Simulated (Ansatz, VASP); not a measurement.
## LiH13O7: VASP beside Ansatz

```
O H Li
1.0
     5.63784    0.00000    0.00000
     0.00000    5.63784    0.00000
     0.00000    0.00000    5.63784
O H Li
7 13 1
Direct
  0.24356 0.26165 0.94239
  0.91542 0.09690 0.31065
  0.20528 0.67035 0.69838
  0.58722 0.44462 0.47301
  0.38676 0.90437 0.27901
  0.66796 0.04682 0.79665
  0.76069 0.71777 0.08998
  0.40541 0.20764 0.90296
  0.21294 0.18851 0.09706
  0.87845 0.22144 0.19756
  0.89143 0.94225 0.22023
  0.20883 0.53139 0.80717
  0.23420 0.80755 0.79926
  0.66464 0.54219 0.34916
  0.46868 0.54538 0.55188
  0.27639 0.80714 0.36968
  0.49798 0.79591 0.19369
  0.82029 0.12733 0.78326
  0.70360 0.90129 0.90661
  0.83435 0.60787 0.97974
  0.59879 0.10437 0.46683
```

Alike in both runs: functional PBE; dispersion D3(BJ); k mesh 1 × 1 × 1; occupations fermi-dirac, width 0.02 eV; no spin polarisation.

Ansatz relaxed the structure, and its values are those at the end. VASP's run is a single point on that final structure, the one shown.

|  | VASP | Ansatz |
| --- | --- | --- |
| version | VASP 6.6.1 | Ansatz 0.2.0 |
| potentials or method | VASP PAW PBE potentials, release 64 (O, H, Li_sv), cutoff 520 eV | scalar-relativistic, plane waves, PAW |
| valence electrons in the cell | 58 | 58 |

Ansatz gave:

| Item | Value |
| --- | --- |
| rms of the force components (eV/Å) | 0.046 |

**Question.** Which values does VASP return?

**Answer.** rms of the force components (eV/Å): 0.057.

Noted on VASP's run: the cutoff is short for stress, so the pressure is rough.
